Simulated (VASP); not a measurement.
# MgH2 (P4_2/mnm) in VASP: density of states with PBE

Aim: the density of states of MgH2 with PBE.

All numbers are computed with VASP 6.6.1; they aren't measurements. Logs are shortened: lines on timing, memory, paths and dates and some standing lists are left out, and cuts for length are marked.

## 1. The cell of the first run

It takes space group P4_2/mnm (No. 136, tetragonal). Conventional cell: a = 4.517 Å, b = 4.517 Å, c = 3.013 Å, α = 90.00°, β = 90.00°, γ = 90.00°. Mg (site symmetry mmm) has 6 H at 1.94 to 1.96 Å within 2.6 Å. Within 2.6 Å of H (site symmetry m2m) lie 3 Mg at 1.94 to 1.96 Å and 1 H at 2.50 Å.

## 2. Density of states, PBE

Input file POSCAR:

```
MgH2
1.0
    4.5170125583      0.0000000000      0.0000000000
    0.0000000000      4.5170125583      0.0000000000
    0.0000000000      0.0000000000      3.0128675426
Mg H
2 4
Direct
    0.5000000000      0.5000000000      0.5000000000
    0.0000000000      0.0000000000      0.0000000000
    0.6956845851      0.6956845851      0.0000000000
    0.8043154149      0.1956845851      0.5000000000
    0.3043154149      0.3043154149      0.0000000000
    0.1956845851      0.8043154149      0.5000000000
```

Input file INCAR.step1:

```
PREC = Accurate ; ENCUT = 520
EDIFF = 1E-6 ; ISMEAR = 0
SIGMA = 0.02 ; LREAL = F
LASPH = T ; NELM = 100
ALGO = Normal ; ISIF = 2
LWAVE = F ; LCHARG = T
GGA = PE ; NBANDS = 13
```

Input file KPOINTS.step1:

```
Automatic mesh
0
Gamma
  6 6 8
```

Input file INCAR.step2:

```
PREC = Accurate ; ENCUT = 520
EDIFF = 1E-6 ; ISMEAR = -5
SIGMA = 0.02 ; LREAL = F
LASPH = T ; NELM = 100
ALGO = Normal ; ISIF = 2
LWAVE = F ; LCHARG = F
GGA = PE ; LORBIT = 10
NEDOS = 2001 ; ICHARG = 11
```

Input file KPOINTS.step2:

```
Automatic mesh
0
Gamma
  9 9 12
```

Potentials or basis: VASP PAW PBE potentials, release 64 (Mg, H).

Run with:

```sh
> cat potpaw_PBE.64/Mg/POTCAR potpaw_PBE.64/H/POTCAR > POTCAR
> cp INCAR.step1 INCAR
> cp KPOINTS.step1 KPOINTS
> mpirun -np 1 vasp_std > vasp.out
> cp INCAR.step2 INCAR
> cp KPOINTS.step2 KPOINTS
> mpirun -np 1 vasp_std > vasp.out
```

OUTCAR:

```text
PREC = Accurate
   ENCUT = 520
   EDIFF = 1E-6
   ISMEAR = -5
   LREAL = F
   LASPH = T
   NELM = 100
   ISIF = 2
   GGA = PE
   LORBIT = 10
   ICHARG = 11

 ion  position               nearest neighbor table
   1  0.500  0.500  0.500-   4 1.94   6 1.94   5 1.96   3 1.96   3 1.96   5 1.96   2 3.53   2 3.53
                             2 3.53   2 3.53   2 3.53   2 3.53   2 3.53   2 3.53
   2  0.000  0.000  0.000-   3 1.94   5 1.94   4 1.96   6 1.96   4 1.96   6 1.96   1 3.53   1 3.53
                             1 3.53   1 3.53   1 3.53   1 3.53   1 3.53   1 3.53
   3  0.696  0.696  0.000-   2 1.94   1 1.96   1 1.96
   4  0.804  0.196  0.500-   1 1.94   2 1.96   2 1.96
   5  0.304  0.304  0.000-   2 1.94   1 1.96   1 1.96
   6  0.196  0.804  0.500-   1 1.94   2 1.96   2 1.96

  LATTYP: Found a simple tetragonal cell.
 ALAT       =     4.5170125583
 C/A-ratio  =     0.6670044645

  Lattice vectors:

 A1 = (   4.5170125583,   0.0000000000,   0.0000000000)
 A2 = (   0.0000000000,   4.5170125583,   0.0000000000)
 A3 = (   0.0000000000,   0.0000000000,   3.0128675426)

Analysis of symmetry for initial positions (statically):
=====================================================================
 Subroutine PRICEL returns:
 Original cell was already a primitive cell.

 Routine SETGRP: Setting up the symmetry group for a
 simple tetragonal supercell.

 Subroutine GETGRP returns: Found 16 space group operations
 (whereof  8 operations were pure point group operations)
 out of a pool of 16 trial point group operations.

The static configuration has the point symmetry D_2h.
 The point group associated with its full space group is D_4h.

Analysis of symmetry for dynamics (positions and initial velocities):
=====================================================================
 Subroutine PRICEL returns:
 Original cell was already a primitive cell.

 Routine SETGRP: Setting up the symmetry group for a
 simple tetragonal supercell.

 Subroutine GETGRP returns: Found 16 space group operations
 (whereof  8 operations were pure point group operations)
 out of a pool of 16 trial point group operations.

The dynamic configuration has the point symmetry D_2h.
 The point group associated with its full space group is D_4h.

 Subroutine INISYM returns: Found 16 space group operations
 (whereof  8 operations are pure point group operations),
 and found     1 'primitive' translations

----------------------------------------------------------------------------------------

                                     Primitive cell

  volume of cell :      61.4727

  direct lattice vectors                    reciprocal lattice vectors
     4.517012558  0.000000000  0.000000000     0.221385260  0.000000000  0.000000000
     0.000000000  4.517012558  0.000000000     0.000000000  0.221385260  0.000000000
     0.000000000  0.000000000  3.012867543     0.000000000  0.000000000  0.331909713

  length of vectors
     4.517012558  4.517012558  3.012867543     0.221385260  0.221385260  0.331909713

  position of ions in fractional coordinates (direct lattice)
     0.500000000  0.500000000  0.500000000
     0.000000000  0.000000000  0.000000000
     0.695684585  0.695684585  0.000000000
     0.804315415  0.195684585  0.500000000
     0.304315415  0.304315415  0.000000000
     0.195684585  0.804315415  0.500000000

  ion indices of the primitive-cell ions
   primitive index   ion index
                 1           1
                 2           2
                 3           3
                 4           4
                 5           5
                 6           6

----------------------------------------------------------------------------------------

 KPOINTS: Automatic mesh

Automatic generation of k-mesh.
 Grid dimensions read from file:
 generate k-points for:    9    9   12

 Generating k-lattice:

  Cartesian coordinates                     Fractional coordinates (reciprocal lattice)
     0.024598362  0.000000000  0.000000000     0.111111111  0.000000000  0.000000000
     0.000000000  0.024598362  0.000000000     0.000000000  0.111111111  0.000000000
     0.000000000  0.000000000  0.027659143     0.000000000  0.000000000  0.083333333

  Length of vectors
     0.024598362  0.024598362  0.027659143

  Shift w.r.t. Gamma in fractional coordinates (k-lattice)
     0.000000000  0.000000000  0.000000000

 TETIRR: Found   1446 inequivalent tetrahedra from     5832

 Subroutine IBZKPT returns following result:
 ===========================================

 Found    105 irreducible k-points:

 Following reciprocal coordinates:
            Coordinates               Weight
  0.000000  0.000000  0.000000      1.000000
  0.111111  0.000000  0.000000      4.000000
  0.222222  0.000000  0.000000      4.000000
  0.333333  0.000000  0.000000      4.000000
  0.444444  0.000000  0.000000      4.000000
  0.111111  0.111111  0.000000      4.000000
[... 16 lines left out ...]
  0.333333  0.111111  0.083333     16.000000
  0.444444  0.111111  0.083333     16.000000
 [... further k-points ...]
   k-points           NKPTS =    105   k-points in BZ     NKDIM =    105   number of bands    NBANDS=      8
   number of dos      NEDOS =   2001   number of ions     NIONS =      6
   total plane-waves  NPLWV =  31104
   dimension x,y,z NGX =    36 NGY =   36 NGZ =   24
   dimension x,y,z NGXF=    72 NGYF=   72 NGZF=   48
   ions per type =               2   4
   NGX,Y,Z   is equivalent  to a cutoff of  13.25, 13.25, 13.24 a.u.
   NGXF,Y,Z  is equivalent  to a cutoff of  26.50, 26.50, 26.49 a.u.
 SYSTEM =  unknown system
   PREC   = accura    normal or accurate (medium, high low for compatibility)
   ISTART =      0    job   : 0-new  1-cont  2-samecut
   ICHARG =     11    charge: 1-file 2-atom 10-const
   ISPIN  =      1    spin polarized calculation?
   LNONCOLLINEAR =      F non collinear calculations
   LSORBIT =      F    spin-orbit coupling
   LASPH  =      T    aspherical Exc in radial PAW
   ENCUT  =  520.0 eV  38.22 Ry    6.18 a.u.   8.40  8.40  5.60*2*pi/ulx,y,z
   NELM   =    100;   NELMIN=  2; NELMDL=  0     # of ELM steps
   EDIFF  = 0.1E-05   stopping-criterion for ELM
   LREAL  =      F    real-space projection
   EDIFFG = 0.1E-04   stopping-criterion for IOM
   NSW    =      0    number of steps for IOM
   IBRION =     -1    ionic relax: 0-MD 1-quasi-New 2-CG
   NFREE  =      0    steps in history (QN), initial steepest desc. (CG)
   ISIF   =      2    stress and relaxation
   ISYM   =      2    0-nonsym 1-usesym 2-fastsym
   POTIM  = 0.5000    time-step for ionic-motion
   TEBEG  =    0.0;   TEEND  =   0.0 temperature during run
   PSTRESS=    0.0 pullay stress
   NELECT =       8.0000    total number of electrons
   NUPDOWN=      -1.0000    fix difference up-down
   EMIN   =  10.00;   EMAX   =-10.00  energy-range for DOS
   EFERMI =   0.00;   METHOD = LEGACY
   ISMEAR =    -5;   SIGMA  =   0.02  broadening in eV -4-tet -1-fermi 0-gaus
   EFERMI_NEDOS =   21; number of points for ismear=-14 and -15
   IALGO  =     38    algorithm
   IMIX   =      4    mixing-type and parameters
     AMIX     =   0.40;   BMIX     =  1.00
     AMIX_MAG =   1.60;   BMIX_MAG =  1.00
  volume/ion in A,a.u.               =      10.25        69.14
  Fermi-wavevector in a.u.,A,eV,Ry     =   0.829616  1.567748  9.364390  0.688263
  Thomas-Fermi vector in A             =   1.942194
   LORBIT       =     10    0 simple, 1 ext, 2 COOP (PROOUT), +10 PAW based schemes
   GGA     = PE    functional components
   LHFCALC =     F    Hartree Fock is set to
   AEXX    =    0.0000 exact exchange contribution
   IVDW    =     0    specifies the selected vdW correction
   LEPSILON=     F    determine dielectric tensor
   LRPA    =     F    only Hartree local field effects (RPA)
 non-spin polarized calculation
 Fermi weights with tetrahedron method with Bloechl corrections
  energy-cutoff  :      520.00
  volume of cell :       61.47
 maximum number of plane-waves:      1679
 NGX is ok and might be reduce to    36

 number of electron       8.0000003 magnetization

 Free energy of the ion-electron system (eV)
  ---------------------------------------------------
  ext. energy  EPLUGINS =         0.00000000
  ---------------------------------------------------
  free energy    TOTEN  =       -17.65344267 eV

  energy without entropy =      -17.65344267  energy(sigma->0) =      -17.65344267

 E-fermi :  -0.6221     XC(G=0):  -8.3950

 val. band max:       -0.6230533095   @ k =   0.2222   0.1111   0.0833
 cond. band min:       3.1460647584   @ k =   0.4444   0.4444   0.5000
 fundamental gap:      3.7691180679
 Fermi energy:        -0.6220549472

 k-point     1 :       0.0000    0.0000    0.0000
  band No.  band energies     occupation
      1      -7.0296      2.00000
      2      -2.0639      2.00000
      3      -2.0639      2.00000
      4      -1.0497      2.00000
      5       4.1288      0.00000
      6       4.3926      0.00000
      7       8.5286      0.00000
      8       8.5286      0.00000
[... 243 lines left out ...]
 k-point    24 :       0.4444    0.1111    0.0833
  band No.  band energies     occupation
      1      -5.5768      2.00000
      2      -4.8960      2.00000
      3      -1.5131      2.00000
      4      -1.1348      2.00000
      5       4.8792      0.00000
      6       5.4104      0.00000
      7       8.6381      0.00000
      8       9.4075      0.00000

 [... further k-points ...]

------------------------ aborting loop because EDIFF is reached ----------------------------------------

  FORCE on cell =-STRESS in cart. coord.  units (eV):
  Direction    XX          YY          ZZ          XY          YZ          ZX
  --------------------------------------------------------------------------------------
  -------------------------------------------------------------------------------------
  Total       -0.0979601     -0.0979601     -0.1288421     -0.0000000      0.0000000      0.0000000
  in kB       -2.5531543     -2.5531543     -3.3580386     -0.0000000      0.0000000      0.0000000
  external PRESSURE =      -2.8214490 kB  Pullay stress =       0.0000000 kB

 VOLUME and BASIS-vectors are now :
 -----------------------------------------------------------------------------
  energy-cutoff  :      520.00
  volume of cell :       61.47
      direct lattice vectors                 reciprocal lattice vectors
     4.517012558  0.000000000  0.000000000     0.221385260  0.000000000  0.000000000
     0.000000000  4.517012558  0.000000000     0.000000000  0.221385260  0.000000000
     0.000000000  0.000000000  3.012867543     0.000000000  0.000000000  0.331909713

 POSITION                                       TOTAL-FORCE (eV/Angst)
 -----------------------------------------------------------------------------------
      2.25851      2.25851      1.50643         0.000000     -0.000000      0.000000
      0.00000      0.00000      0.00000         0.000000     -0.000000      0.000000
      3.14242      3.14242      0.00000        -0.002339     -0.002339      0.000000
      3.63310      0.88391      1.50643         0.002339     -0.002339      0.000000
      1.37460      1.37460      0.00000         0.002339      0.002339     -0.000000
      0.88391      3.63310      1.50643        -0.002339      0.002339     -0.000000
 -----------------------------------------------------------------------------------
    total drift:                                0.000000      0.000000      0.000000

  FREE ENERGIE OF THE ION-ELECTRON SYSTEM (eV)
  ---------------------------------------------------
  free  energy   TOTEN  =       -17.6534426735 eV

  energy  without entropy=      -17.6534426735  energy(sigma->0) =      -17.65344267

 total charge

# of ion       s       p       d       tot
------------------------------------------
    1        0.150   0.148   0.039   0.338
    2        0.150   0.148   0.039   0.338
    3        0.571   0.002   0.000   0.573
    4        0.571   0.002   0.000   0.573
    5        0.571   0.002   0.000   0.573
    6        0.571   0.002   0.000   0.573
--------------------------------------------------
tot          2.584   0.305   0.078   2.967
```

It took 21 s on 1 thread of Intel Xeon 6975P-C (Granite Rapids), shared host; peak memory 0.2 GiB.

Results:

```yaml
Valence_electrons_inside_the_program's_atomic_spheres: Mg 0.34; H 0.57
```
